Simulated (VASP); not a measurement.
**LiAl12: single point with LDA**

LiAl12, a slab with vacuum:

```xyz
13
Lattice="5.6337 0.0000 0.0000 -2.8168 4.8789 0.0000 0.0000 0.0000 20.0322" Properties=species:S:1:pos:R:3 pbc="T T T"
Al    1.4084    0.8132    4.0000
Al    0.0000    3.2526    4.0000
Al    4.2253    0.8132    4.0000
Al    2.8168    3.2526    4.0000
Al    0.0000    1.6263    6.2663
Al   -1.4084    4.0658    6.2663
Al    2.8168    1.6263    6.2663
Al    1.4084    4.0658    6.2663
Al    0.0000    0.0000    8.5322
Al   -1.4084    2.4395    8.5322
Al    2.8168    0.0000    8.5322
Al    1.4084    2.4395    8.5322
Li    0.7042    0.4066   10.8505
```

```
Program             : VASP 6.6.1
Task                : single point
Functional          : LDA
Potentials or basis : VASP PAW LDA potentials, release 64 (Al, Li_sv)
Cutoff              : 520 eV
k mesh              : 6 × 6 × 1
Occupations         : gaussian, width 0.1 eV
Spin                : no spin polarisation
```

```
Largest force          : 0.633 eV/Å
Band gap on the k mesh : zero (an odd number of electrons rules out a gap without spin polarisation)
```

Forces on the atoms (eV/Å):
```
Al   0.010  0.006 -0.061
Al  -0.004 -0.002 -0.074
Al  -0.018  0.013 -0.072
Al   0.002 -0.022 -0.072
Al  -0.004  0.018  0.054
Al   0.014 -0.013  0.054
Al   0.000  0.000  0.040
Al  -0.002 -0.001  0.059
Al  -0.251 -0.145 -0.562
Al   0.033  0.019  0.207
Al  -0.026 -0.005  0.214
Al  -0.018 -0.020  0.214
Li   0.265  0.153 -0.001
```

Levels at points of the mesh, in eV from the Fermi level:
| k point | band 16 | band 17 | band 18 | band 19 | band 20 | band 21 | band 22 | band 23 |
| --- | --- | --- | --- | --- | --- | --- | --- | --- |
| (0.00, 0.00, 0.00) | -2.78 | -2.76 | -0.57 | -0.47 | -0.38 | -0.32 | -0.26 | -0.16 |
| (0.50, 0.00, 0.00) | -0.51 | -0.50 | -0.23 | -0.18 | 0.85 | 0.94 | 0.95 | 1.02 |
| (0.00, 0.50, 0.00) | -0.51 | -0.50 | -0.22 | -0.20 | 0.82 | 0.90 | 0.98 | 1.04 |

Run time: 4.1 min on 1 thread of Intel(R) Xeon(R) 6975P-C (Granite Rapids) (shared host), peak memory 0.52 GiB.
